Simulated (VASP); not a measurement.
The system is Ti3GePt.

```
Ti Ge Pt
1.0
     4.24449    0.00000    0.00000
    -2.12224    3.67583    0.00000
     0.00000    0.00000    4.89472
Ti Ge Pt
3 1 1
Direct
  0.50000 0.00000 0.50000
  0.00000 0.50000 0.50000
  0.50000 0.50000 0.50000
  0.00000 0.00000 0.50000
  0.00000 0.00000 0.00000
```

The cell was built from a structure type or drawn by symmetry, and may not be a known phase.

```yaml
Program: VASP 6.6.1
Task: relaxation of cell and atoms
Functional: PBE
Potentials_or_basis: VASP PAW PBE potentials, release 64 (Ti_sv, Ge_d, Pt)
Cutoff: 600 eV
k_mesh: 6 × 6 × 4
Occupations: gaussian, width 0.1 eV
Spin: no spin polarisation
```

At the start: pressure 79.9 GPa; volume 15.27 Å³/atom.

**Question.** How do energy, volume and symmetry change on relaxing?

**Answer.** Over 10 steps the energy falls by 2287.3 meV/atom and the volume is 21.74 Å³/atom (+42.4 %); space group P6/mmm (No. 191, to 0.1 Å) before and after.

The path:
```csv
step,energy change (eV),largest force (eV/Å),pressure (GPa),volume (Å³)
1,0.0000,0.0000,79.90,76.37
2,-5.0539,0.0000,-12.84,178.30
3,-11.2153,0.0000,-6.23,118.94
4,-11.2875,0.0000,-4.82,116.21
5,-11.3102,0.0000,-3.00,113.33
6,-11.3100,0.0000,-3.54,114.13
7,-11.4176,0.0000,0.59,108.15
8,-11.4335,0.0000,-0.66,109.61
9,-11.4360,0.0000,0.25,108.41
10,-11.4363,0.0000,0.00,108.72
```

Final structure:
```xyz
5
Lattice="5.2458 0.0000 0.0000 -2.6229 4.5430 0.0000 0.0000 0.0000 4.5619" Properties=species:S:1:pos:R:3 pbc="T T T"
Ti    2.6229    0.0000    2.2810
Ti   -1.3115    2.2715    2.2810
Ti    1.3115    2.2715    2.2810
Ge    0.0000    0.0000    2.2810
Pt    0.0000    0.0000    0.0000
```

Caveat: the volume moved by over 15 % at a fixed basis, so the end points are rough.
